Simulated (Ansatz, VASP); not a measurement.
## Two plane-wave programs on Mo

INCAR

```
ALGO = Fast ; EDIFF = 1E-6
ENCUT = 520 ; GGA = PE
ISIF = 2 ; ISMEAR = 0
LASPH = True ; LCHARG = False
LREAL = False ; LWAVE = False
NBANDS = 13 ; NELM = 100
PREC = Accurate ; SIGMA = 0.15
```

KPOINTS

```
k-points
0
Gamma
  20 20 20
```

POSCAR

```
Mo
1.0
   -1.3431865197      1.8172523501      1.5802194349
    1.3431865197     -1.8172523501      1.5802194349
    1.3431865197      1.8172523501     -1.5802194349
Mo
1
Direct
    0.0000000000      0.0000000000      0.0000000000
```

Input for Ansatz:

```yaml
crystal:
  lattice:
    - [-1.3431865197, 1.8172523501, 1.5802194349]
    - [1.3431865197, -1.8172523501, 1.5802194349]
    - [1.3431865197, 1.8172523501, -1.5802194349]
  atoms:
    - { symbol: Mo, position: [0.0, 0.0, 0.0] }
basis:
  ecutwfc: 420
kpoints:
  mp_grid: { grid: [20, 20, 20] }
hamiltonian:
  xc: pbe
scf:
  occupations: { method: gaussian, width: 0.15 }
output:
  forces: true
  stress: true
  eigenvalues: true
```

Change from the starting cell: strain +e along x and -e along y -0.1500, strain +e along z and -e/2 along x and y +0.0000.

Alike in both runs: task single point; functional PBE; k mesh 20 × 20 × 20; occupations gaussian, width 0.15 eV; no spin polarisation.

```csv
,VASP,Ansatz
version,VASP 6.6.1,Ansatz 0.2.0
potentials or method,"VASP PAW PBE potentials, release 64 (Mo_sv), cutoff 520 eV","scalar-relativistic, plane waves, PAW"
valence electrons in the cell,14,14
```

VASP gave:

```
gap on the k mesh at the Fermi level (eV)                     : none
pressure (GPa)                                                : 12.7
traceless stress, the component that is largest in VASP (GPa) : 15.29
```

Question: What did Ansatz give for the same quantities?

Answer: gap on the k mesh at the Fermi level (eV): none; pressure (GPa): 12.1; traceless stress, the component that is largest in VASP (GPa): 15.24.

A gap of «none» marks a metal or a gap that the smearing closes.
